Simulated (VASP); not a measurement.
# SiC (F-43m) in VASP: a series of runs, part 2 of 2

VASP 6.6.1. Earlier steps stand in the parts before.

**5. Single point, PBE+D3(BJ) (volume scaled by 1.04)**

Contents of INCAR:

```
PREC = Accurate
ENCUT = 520
EDIFF = 1E-7
ISMEAR = 0
SIGMA = 0.05
LREAL = False
LASPH = True
NELM = 80
ALGO = Normal
ISIF = 2
LWAVE = False
LCHARG = True
GGA = PE
IVDW = 12
LELF = True
LVHAR = True
NBANDS = 11
```

Contents of KPOINTS:

```
Automatic mesh
0
Gamma
  10 10 10
```

Contents of POSCAR:

```
SiC
1.0
    0.0000000000      2.2048648798      2.2048648798
    2.2048648798      0.0000000000      2.2048648798
    2.2048648798      2.2048648798      0.0000000000
Si C
1 1
Direct
    0.0000000000      0.0000000000      0.0000000000
    0.7500000000      0.7500000000      0.7500000000
```

Potentials or basis: VASP PAW PBE potentials, release 64 (Si, C).

Command:

```
$ cat potpaw_PBE.64/Si/POTCAR potpaw_PBE.64/C/POTCAR > POTCAR
$ mpirun -np 1 vasp_std > vasp.out
```

OUTCAR:

```text
PREC = Accurate
   ENCUT = 520
   EDIFF = 1E-7
   ISMEAR = 0
   LREAL = False
   LASPH = True
   NELM = 80
   ISIF = 2
   GGA = PE
   IVDW = 12
 IVDW          = 12

 ion  position               nearest neighbor table
   1  0.000  0.000  0.000-   2 1.91   2 1.91   2 1.91   2 1.91
   2  0.750  0.750  0.750-   1 1.91   1 1.91   1 1.91   1 1.91

  LATTYP: Found a face centered cubic cell.
 ALAT       =     4.4097297596

  Lattice vectors:

 A1 = (   0.0000000000,   2.2048648798,   2.2048648798)
 A2 = (   2.2048648798,   0.0000000000,   2.2048648798)
 A3 = (   2.2048648798,   2.2048648798,   0.0000000000)

Analysis of symmetry for initial positions (statically):
=====================================================================
 Subroutine PRICEL returns:
 Original cell was already a primitive cell.

 Routine SETGRP: Setting up the symmetry group for a
 face centered cubic supercell.

 Subroutine GETGRP returns: Found 24 space group operations
 (whereof 24 operations were pure point group operations)
 out of a pool of 48 trial point group operations.

The static configuration has the point symmetry T_d .

Analysis of symmetry for dynamics (positions and initial velocities):
[... 173 lines left out ...]
      6      14.7803      0.00000
      7      14.7803      0.00000
      8      14.7803      0.00000
      9      22.0164      0.00000
     10      22.0164      0.00000
     11      23.6528      0.00000
[... 309 lines left out ...]
 k-point    24 :       0.4000    0.3000    0.0000
  band No.  band energies     occupation
      1      -4.3655      2.00000
      2       2.1731      2.00000
      3       4.6342      2.00000
      4       5.1455      2.00000
      5      10.5569      0.00000
      6      13.1926      0.00000
      7      18.9613      0.00000
      8      19.3135      0.00000
      9      21.0734      0.00000
     10      25.4685      0.00000
     11      28.4216      0.00000

 [... further k-points ...]

------------------------ aborting loop because EDIFF is reached ----------------------------------------

 Edisp (eV)   -0.58128

 E8    (eV) :    -0.2186

  FORCE on cell =-STRESS in cart. coord.  units (eV):
  Direction    XX          YY          ZZ          XY          YZ          ZX
  --------------------------------------------------------------------------------------
  -------------------------------------------------------------------------------------
  Total      -1.14578    -1.14578    -1.14578    -0.00000     0.00000    -0.00000
  in kB     -85.63177   -85.63177   -85.63177    -0.00000     0.00000    -0.00000
  external pressure =      -85.63 kB  Pullay stress =        0.00 kB

 VOLUME and BASIS-vectors are now :
 -----------------------------------------------------------------------------
  energy-cutoff  :      520.00
  volume of cell :       21.44
      direct lattice vectors                 reciprocal lattice vectors
     0.000000000  2.204864880  2.204864880    -0.226771266  0.226771266  0.226771266
     2.204864880  0.000000000  2.204864880     0.226771266 -0.226771266  0.226771266
     2.204864880  2.204864880  0.000000000     0.226771266  0.226771266 -0.226771266

 POSITION                                       TOTAL-FORCE (eV/Angst)
 -----------------------------------------------------------------------------------
      0.00000      0.00000      0.00000         0.000000      0.000000      0.000000
      3.30730      3.30730      3.30730        -0.000000     -0.000000      0.000000
 -----------------------------------------------------------------------------------
    total drift:                               -0.000000     -0.000000     -0.000000

  FREE ENERGIE OF THE ION-ELECTRON SYSTEM (eV)
  ---------------------------------------------------
  free  energy   TOTEN  =       -15.6363374812 eV

  energy  without entropy=      -15.6363374812  energy(sigma->0) =      -15.63633748
```

stdout:

```text
POSCAR found type information on POSCAR SiC
 POSCAR found :  2 types and       2 ions
 scaLAPACK will be used
 LDA part: xc-table for (Slater+PW92), standard interpolation
 POSCAR, INCAR and KPOINTS ok, starting setup
 FFT: planning ... GRIDC
 FFT: planning ... GRID_SOFT
 FFT: planning ... GRID
 WAVECAR not read
 entering main loop
```

Wall time 7.8 s (1 thread of Intel Xeon Platinum 8259CL at 2.50GHz (Skylake/Cascade Lake), shared host); peak memory 0.15 GiB.

Results:

* Free energy: -15.6363 eV
* Pressure: -8.6 GPa
* Band gap on the k mesh: 1.39 eV, indirect (least direct gap 4.51 eV)
* Dispersion energy per atom: -0.291 eV

Caveat: three body term missing. A k mesh can miss the band edges.

**6. Single point, PBEsol (volume scaled by 1.04)**

Contents of INCAR:

```
SYSTEM = SiC
PREC     = Accurate       ! precision mode
ENCUT    = 520            ! plane-wave cutoff, eV
EDIFF    = 1E-6           ! SCF threshold, eV
ISMEAR   = 0              ! smearing method
SIGMA    = 0.05           ! smearing width, eV
LREAL    = .FALSE.        ! projectors in reciprocal space
LASPH    = .TRUE.         ! aspherical terms in the spheres
NELM     = 100            ! most SCF steps
ALGO     = Normal         ! electronic algorithm
ISIF     = 2              ! what is computed and relaxed
LWAVE    = .FALSE.        ! write WAVECAR
LCHARG   = .FALSE.        ! write CHGCAR
GGA      = PS             ! functional
NBANDS   = 11             ! bands
```

Contents of KPOINTS:

```
regular mesh
0
G
  10 10 10
  0 0 0
```

Contents of POSCAR:

```
SiC
1.0
    0.0000000000      2.2070738846      2.2070738846
    2.2070738846      0.0000000000      2.2070738846
    2.2070738846      2.2070738846      0.0000000000
Si C
1 1
Direct
    0.0000000000      0.0000000000      0.0000000000
    0.7500000000      0.7500000000      0.7500000000
```

Potentials or basis: VASP PAW PBE potentials, release 64 (Si, C).

Command:

```
$ cat potpaw_PBE.64/Si/POTCAR potpaw_PBE.64/C/POTCAR > POTCAR
$ mpirun -np 1 vasp_std > vasp.out
```

OUTCAR:

```text
SYSTEM = SiC
   PREC = Accurate
   ENCUT = 520
   EDIFF = 1E-6
   ISMEAR = 0
   LREAL = .FALSE.
   LASPH = .TRUE.
   NELM = 100
   ISIF = 2
   GGA = PS

 ion  position               nearest neighbor table
   1  0.000  0.000  0.000-   2 1.91   2 1.91   2 1.91   2 1.91
   2  0.750  0.750  0.750-   1 1.91   1 1.91   1 1.91   1 1.91

  LATTYP: Found a face centered cubic cell.
 ALAT       =     4.4141477692

  Lattice vectors:

 A1 = (   0.0000000000,   2.2070738846,   2.2070738846)
 A2 = (   2.2070738846,   0.0000000000,   2.2070738846)
 A3 = (   2.2070738846,   2.2070738846,   0.0000000000)
[... 512 lines left out ...]
      7      18.7788      0.00000
      8      19.1353      0.00000
      9      20.8658      0.00000
     10      25.2952      0.00000
     11      28.2044      0.00000

 [... further k-points ...]
[... 5 lines left out ...]
  --------------------------------------------------------------------------------------
  -------------------------------------------------------------------------------------
  Total       -1.0371678     -1.0371678     -1.0371678      0.0000000      0.0000000      0.0000000
  in kB      -77.2821181    -77.2821181    -77.2821181      0.0000000      0.0000000      0.0000000
  external PRESSURE =     -77.2821181 kB  Pullay stress =       0.0000000 kB

 VOLUME and BASIS-vectors are now :
 -----------------------------------------------------------------------------
  energy-cutoff  :      520.00
  volume of cell :       21.50
      direct lattice vectors                 reciprocal lattice vectors
     0.000000000  2.207073885  2.207073885    -0.226544296  0.226544296  0.226544296
     2.207073885  0.000000000  2.207073885     0.226544296 -0.226544296  0.226544296
     2.207073885  2.207073885  0.000000000     0.226544296  0.226544296 -0.226544296

 POSITION                                       TOTAL-FORCE (eV/Angst)
 -----------------------------------------------------------------------------------
      0.00000      0.00000      0.00000         0.000000      0.000000      0.000000
      3.31061      3.31061      3.31061        -0.000000     -0.000000     -0.000000
 -----------------------------------------------------------------------------------
    total drift:                               -0.000000     -0.000000     -0.000000

  FREE ENERGIE OF THE ION-ELECTRON SYSTEM (eV)
  ---------------------------------------------------
  free  energy   TOTEN  =       -15.8954425076 eV

  energy  without entropy=      -15.8954425076  energy(sigma->0) =      -15.89544251
```

OSZICAR:

```text
N       E                     dE             d eps       ncg     rms          rms(c)
DAV:   1     0.374557648930E+01    0.37456E+01   -0.39311E+03  1061   0.612E+02
DAV:   2    -0.169174770928E+02   -0.20663E+02   -0.19809E+02  1341   0.110E+02
DAV:   3    -0.175851506785E+02   -0.66767E+00   -0.66607E+00  1277   0.167E+01
DAV:   4    -0.175879334351E+02   -0.27828E-02   -0.27825E-02  1180   0.136E+00
DAV:   5    -0.175879454350E+02   -0.12000E-04   -0.12000E-04  1276   0.836E-02    0.834E+00
DAV:   6    -0.159639283566E+02    0.16240E+01   -0.59546E+00  1157   0.106E+01    0.372E+00
DAV:   7    -0.159099174565E+02    0.54011E-01   -0.32664E-01  1220   0.325E+00    0.170E+00
DAV:   8    -0.158956214127E+02    0.14296E-01   -0.20023E-02  1187   0.901E-01    0.162E-01
DAV:   9    -0.158953928856E+02    0.22853E-03   -0.17666E-03  1274   0.219E-01    0.109E-01
DAV:  10    -0.158954422420E+02   -0.49356E-04   -0.13451E-04  1172   0.724E-02    0.244E-02
DAV:  11    -0.158954422697E+02   -0.27736E-07   -0.15878E-05  1235   0.208E-02    0.583E-03
DAV:  12    -0.158954425076E+02   -0.23785E-06   -0.91288E-07   709   0.572E-03
   1 F= -.15895443E+02 E0= -.15895443E+02  d E =-.864683E-13
```

stdout:

```text
POSCAR found type information on POSCAR SiC
 POSCAR found :  2 types and       2 ions
 scaLAPACK will be used
 -----------------------------------------------------------------------------
|                                                                             |
|                                                                             |
|     You enforced a specific xc type in the INCAR file but a different       |
|     I HOPE YOU KNOW WHAT YOU ARE DOING!                                     |
|                                                                             |
 -----------------------------------------------------------------------------

 LDA part: xc-table for (Slater+PW92), standard interpolation
 POSCAR, INCAR and KPOINTS ok, starting setup
 FFT: planning ... GRIDC
 FFT: planning ... GRID_SOFT
 FFT: planning ... GRID
 WAVECAR not read
 entering main loop
```

Wall time 7 s (1 thread of Intel Xeon Platinum 8259CL at 2.50GHz (Skylake/Cascade Lake), shared host); peak memory 0.13 GiB.

Results:

```
Free energy            : -15.8954 eV
Pressure               : -7.7 GPa
Band gap on the k mesh : 1.27 eV, indirect (least direct gap 4.40 eV)
```

Levels at points of the mesh, in eV from the valence-band top:
| k point | band 2 | band 3 | band 4 | band 5 | band 6 | band 7 |
| --- | --- | --- | --- | --- | --- | --- |
| (0.00, 0.00, 0.00) | 0.00 | 0.00 | 0.00 | 5.74 | 6.98 | 6.98 |
| (0.50, 0.00, 0.00) | -8.39 | -1.05 | -1.05 | 5.03 | 6.99 | 6.99 |
| (0.50, 0.50, 0.00) | -7.71 | -3.13 | -3.13 | 1.27 | 4.07 | 13.51 |

Caveat: the PAW data sets were made with another functional, which shifts forces and pressure a little.

**7. Overview**

```csv
level,cell,gap on the mesh (eV),pressure (GPa)
PBEsol,"a = 3.060 Å, angles 60.0°, 2 atoms",1.21,5.0
PBEsol,"a = 3.101 Å, angles 60.0°, 2 atoms",1.25,-3.9
PBEsol,"a = 3.039 Å, angles 60.0°, 2 atoms",1.20,10.2
PBE+D3(BJ),"a = 3.118 Å, angles 60.0°, 2 atoms",1.39,-8.6
PBEsol,"a = 3.121 Å, angles 60.0°, 2 atoms",1.27,-7.7
```

Alike in all rows: task single point; potentials or basis VASP PAW PBE potentials, release 64 (Si, C); no spin polarisation; k mesh 10 × 10 × 10; cutoff (eV) 520; smearing gaussian 0.05 eV.

Caveats: the PAW data sets were made with another functional, which shifts forces and pressure a little (some runs); three body term missing (some runs).

Total energies depend on the potentials used, so only differences within one code and one set of settings carry meaning.
